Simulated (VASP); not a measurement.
TaC, 24 atoms in the cell. The cell holds a slab with vacuum, 24 atoms: a = 6.286 Å, b = 6.286 Å, c = 20.445 Å, α = 90.00°, β = 90.00°, γ = 90.00°. 

* Program: VASP 6.6.1
* Task: single point
* Functional: PBE
* Dispersion: D3(BJ)
* Potentials or basis: VASP PAW PBE potentials, release 64 (Ta_pv, C)
* Cutoff: 520 eV
* k mesh: 3 × 3 × 1
* Occupations: gaussian, width 0.1 eV
* Spin: no spin polarisation
* Dipole correction: yes
* Further INCAR settings: LREAL = Auto; ALGO = Normal; EDIFF = 1e-07; NBANDS = 108

Potentials or basis: VASP PAW PBE potentials, release 64 (Ta_pv, C).

Launch:

```sh
$ cat potpaw_PBE.64/Ta_pv/POTCAR potpaw_PBE.64/C/POTCAR > POTCAR
$ mpirun -np 1 vasp_std > vasp.out
```

Hardware: 1 thread of Intel(R) Xeon(R) 6975P-C (Granite Rapids), on a shared host.

Question: Estimate the wall time of this run.

Answer: It took 8.2 min on 1 thread of Intel(R) Xeon(R) 6975P-C (Granite Rapids) (shared host), peak memory 0.79 GiB. Counts: scf iterations 31, k points 3.
